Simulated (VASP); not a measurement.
Set up this calculation in VASP 6.6.1, as the native input.

| Item | Value |
| --- | --- |
| Task | single point |
| Functional | LDA |
| Potentials or basis | VASP PAW LDA potentials, release 64 (Ca_sv) |
| Cutoff | 520 eV |
| k mesh | 13 × 13 × 13 |
| Occupations | fermi-dirac, width 0.08 eV |
| Spin | no spin polarisation |
| Dipole correction | no |
| Further INCAR settings | ALGO = Normal; EDIFF = 1e-06; NBANDS = 11 |

The structure of Ca lies in POSCAR:

```
Ca
1.0
    0.0000000000      2.6046555224      2.6046555224
    2.6046555224      0.0000000000      2.6046555224
    2.6046555224      2.6046555224      0.0000000000
Ca
1
Direct
    0.0000000000      0.0000000000      0.0000000000
```

These files were run (other wordings do the same):

INCAR

```
ALGO = Normal
EDIFF = 1E-6
ENCUT = 520
GGA = CA
ISIF = 2
ISMEAR = -1
LASPH = True
LCHARG = False
LREAL = False
LWAVE = False
NBANDS = 11
NELM = 60
PREC = Accurate
SIGMA = 0.08
```

KPOINTS

```
k-points
0
Gamma
  13 13 13
```

Potentials or basis: VASP PAW LDA potentials, release 64 (Ca_sv).

The run is started by

```sh
$ cat potpaw_LDA.64/Ca_sv/POTCAR > POTCAR
$ mpirun -np 1 vasp_std > vasp.out
```

Results of the run:

The pressure is 1.6 GPa.

It took 9.3 s on 1 thread of Intel(R) Xeon(R) 6975P-C (Granite Rapids), with other jobs on the host, peak memory 0.15 GiB.
